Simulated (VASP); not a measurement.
# NaI: single point with r2SCAN

NaI:

```
CELL_PARAMETERS angstrom
0.00000 3.23640 3.23640
3.23640 0.00000 3.23640
3.23640 3.23640 0.00000
ATOMIC_POSITIONS crystal
Na 0.00000 0.00000 0.00000
I 0.50000 0.50000 0.50000
```

```yaml
Program: VASP 6.6.1
Task: single point
Functional: r2SCAN
Potentials_or_basis: VASP PAW PBE potentials, release 64 (Na_pv, I)
Cutoff: 520 eV
k_mesh: 6 × 6 × 6
Occupations: gaussian, width 0.02 eV
Spin: no spin polarisation
Dipole_correction: no
Further_INCAR_settings: ALGO = Normal; EDIFF = 1e-06; NBANDS = 14
```

```
Pressure               : -0.2 GPa
Band gap on the k mesh : 4.44 eV
```

Levels at points of the mesh, in eV from the valence-band top:
| k point | band 5 | band 6 | band 7 | band 8 | band 9 | band 10 |
| --- | --- | --- | --- | --- | --- | --- |
| (0.00, 0.00, 0.00) | 0.00 | 0.00 | 0.00 | 4.44 | 8.47 | 8.47 |
| (0.50, 0.00, 0.00) | -2.18 | -0.30 | -0.30 | 5.69 | 8.07 | 8.07 |
| (0.50, 0.50, 0.00) | -1.93 | -0.76 | -0.76 | 5.23 | 6.02 | 10.73 |

It took 110 s on 1 thread of Intel Xeon 8259CL, on a shared host, peak memory 0.21 GiB.

Caveat: the PAW data sets were made with another functional, which shifts forces and pressure a little; spin-orbit coupling is left out, which moves the levels of the heavy elements. r2SCAN opens gaps a little over a GGA but as a rule still falls short of measured ones.
